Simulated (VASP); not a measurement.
Set up this calculation in VASP 6.6.1, as the native input.

```yaml
Task: density of states
Functional: LDA
Potentials_or_basis: VASP PAW LDA potentials, release 64 (Pb_d, Te)
Cutoff: 520 eV
k_mesh: 12 × 12 × 12
Occupations: fermi-dirac, width 0.08 eV
Spin: no spin polarisation
Dipole_correction: no
k_mesh_for_the_DOS: 18 × 18 × 18
Occupations_for_the_DOS: tetrahedron
Further_INCAR_settings: ALGO = Normal; EDIFF = 1e-06; NBANDS = 17
```

TePb (rocksalt type):

```
Pb Te
1.0
     0.00000    3.19046    3.19046
     3.19046    0.00000    3.19046
     3.19046    3.19046    0.00000
Pb Te
1 1
Cartesian
  0.0000 0.0000 0.0000
  3.1905 3.1905 3.1905
```

The input as run:

POSCAR

```
TePb
1.0
    0.0000000000      3.1904605225      3.1904605225
    3.1904605225      0.0000000000      3.1904605225
    3.1904605225      3.1904605225      0.0000000000
Pb Te
1 1
Direct
    0.0000000000      0.0000000000      0.0000000000
    0.5000000000      0.5000000000      0.5000000000
```

INCAR.step1

```
SYSTEM = TePb
  PREC = Accurate
  ENCUT = 520
  EDIFF = 1E-6
  ISMEAR = -1
  SIGMA = 0.08
  LREAL = .False.
  LASPH = .True.
  NELM = 100
  ALGO = Normal
  ISIF = 2
  LWAVE = .False.
  LCHARG = .True.
  NBANDS = 17
```

KPOINTS.step1

```
Automatic mesh
0
Gamma
  12 12 12
  0 0 0
```

INCAR.step2

```
SYSTEM = TePb
  PREC = Accurate
  ENCUT = 520
  EDIFF = 1E-6
  ISMEAR = -5
  SIGMA = 0.08
  LREAL = .False.
  LASPH = .True.
  NELM = 100
  ALGO = Normal
  ISIF = 2
  LWAVE = .False.
  LCHARG = .False.
  LORBIT = 10
  NBANDS = 17
  NEDOS = 2001
  ICHARG = 11
```

KPOINTS.step2

```
Automatic mesh
0
Gamma
  18 18 18
  0 0 0
```

Potentials or basis: VASP PAW LDA potentials, release 64 (Pb_d, Te).

The run is started by

```sh
$ cat potpaw_LDA.64/Pb_d/POTCAR potpaw_LDA.64/Te/POTCAR > POTCAR
$ cp INCAR.step1 INCAR
$ cp KPOINTS.step1 KPOINTS
$ mpirun -np 1 vasp_std > vasp.out
$ cp INCAR.step2 INCAR
$ cp KPOINTS.step2 KPOINTS
$ mpirun -np 1 vasp_std > vasp.out
```

Results of the run:

```yaml
Valence_electrons_inside_the_program's_atomic_spheres: Pb 11.91; Te 3.41
```

Caveat: spin-orbit coupling is left out, which moves the levels of the heavy elements.

It took 120 s on 1 thread of AMD EPYC 9R45 96-Core Processor (Zen 5), with other jobs on the host, peak memory 0.3 GiB.
